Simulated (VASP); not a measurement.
Write the native input for VASP 6.6.1 that does the following.

| Item | Value |
| --- | --- |
| Task | single point |
| Functional | r2SCAN |
| Potentials or basis | VASP PAW PBE potentials, release 64 (Zr_sv, B) |
| Cutoff | 550 eV |
| k mesh | 8 × 8 × 8 |
| Occupations | gaussian, width 0.05 eV |
| Spin | no spin polarisation |
| Dipole correction | no |
| Further INCAR settings | ALGO = Normal; EDIFF = 1e-06; NBANDS = 14 |

Crystal: ZrB.

```xyz
2
Lattice="0.0000 2.3250 2.3250 2.3250 0.0000 2.3250 2.3250 2.3250 0.0000" Properties=species:S:1:pos:R:3 pbc="T T T"
Zr    2.3250    2.3250    2.3250
B     0.0000    0.0000    0.0000
```

The input as run:

POSCAR

```
ZrB
1.0
    0.0000000000      2.3250013489      2.3250013489
    2.3250013489      0.0000000000      2.3250013489
    2.3250013489      2.3250013489      0.0000000000
Zr B
1 1
Direct
    0.5000000000      0.5000000000      0.5000000000
    0.0000000000      0.0000000000      0.0000000000
```

INCAR.step1

```
  PREC = Accurate
  ENCUT = 550
  ISMEAR = 0
  SIGMA = 0.05
  LREAL = False
  LASPH = True
  NELM = 120
  NBANDS = 14
  GGA = PE
  ALGO = Normal
  EDIFF = 1E-5
  LWAVE = True
  LCHARG = False
  GGA_COMPAT = False
```

INCAR.step2

```
  PREC = Accurate
  ENCUT = 550
  EDIFF = 1E-6
  ISMEAR = 0
  SIGMA = 0.05
  LREAL = False
  LASPH = True
  NELM = 120
  ALGO = Normal
  ISIF = 2
  LWAVE = False
  LCHARG = False
  METAGGA = R2SCAN
  LMIXTAU = True
  NBANDS = 14
  ISTART = 1
  GGA_COMPAT = False
```

KPOINTS

```
regular mesh
0
Gamma
  8 8 8
```

Potentials or basis: VASP PAW PBE potentials, release 64 (Zr_sv, B).

Run with:

```bash
$ cat potpaw_PBE.64/Zr_sv/POTCAR potpaw_PBE.64/B/POTCAR > POTCAR
$ cp INCAR.step1 INCAR
$ mpirun -np 1 vasp_std > vasp.out
$ cp INCAR.step2 INCAR
$ mpirun -np 1 vasp_std > vasp.out
```

Results of the run:

```
Pressure : 37.0 GPa
```

Caveat: the PAW data sets were made with another functional, which shifts forces and pressure a little.

Wall time 45 s on 1 thread of Intel(R) Xeon(R) Platinum 8488C (Sapphire Rapids) (shared host), peak memory 0.17 GiB.
